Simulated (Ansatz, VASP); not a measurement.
## One calculation of KF, two programs

```
K F
1.0
     0.00000    2.67350    2.67350
     2.67350    0.00000    2.67350
     2.67350    2.67350    0.00000
K F
1 1
Direct
  0.97756 0.02244 0.02244
  0.50000 0.50000 0.50000
```

Alike in both runs: task single point; functional PBE; k mesh 9 × 9 × 9; occupations fermi-dirac, width 0.01 eV; no spin polarisation.

|  | VASP | Ansatz |
| --- | --- | --- |
| version | VASP 6.6.1 | Ansatz 0.2.0 |
| potentials or method | VASP PAW PBE potentials, release 64 (K_sv, F), cutoff 520 eV | all-electron LAPW, scalar-relativistic |

Ansatz gave:

```
gap on the k mesh at the Fermi level (eV)                     : 6.17
pressure (GPa)                                                : 1.5
traceless stress, the component that is largest in VASP (GPa) : 0.50
rms of the force components (eV/Å)                            : 0.116
```

Task: What did VASP give for the same quantities?

Result: gap on the k mesh at the Fermi level (eV): 6.16; pressure (GPa): 1.6; traceless stress, the component that is largest in VASP (GPa): 0.52; rms of the force components (eV/Å): 0.121.

Atom by atom the forces differ by 0.005 eV/Å (rms over components). Ansatz ran all-electron here, and VASP with PAW potentials.
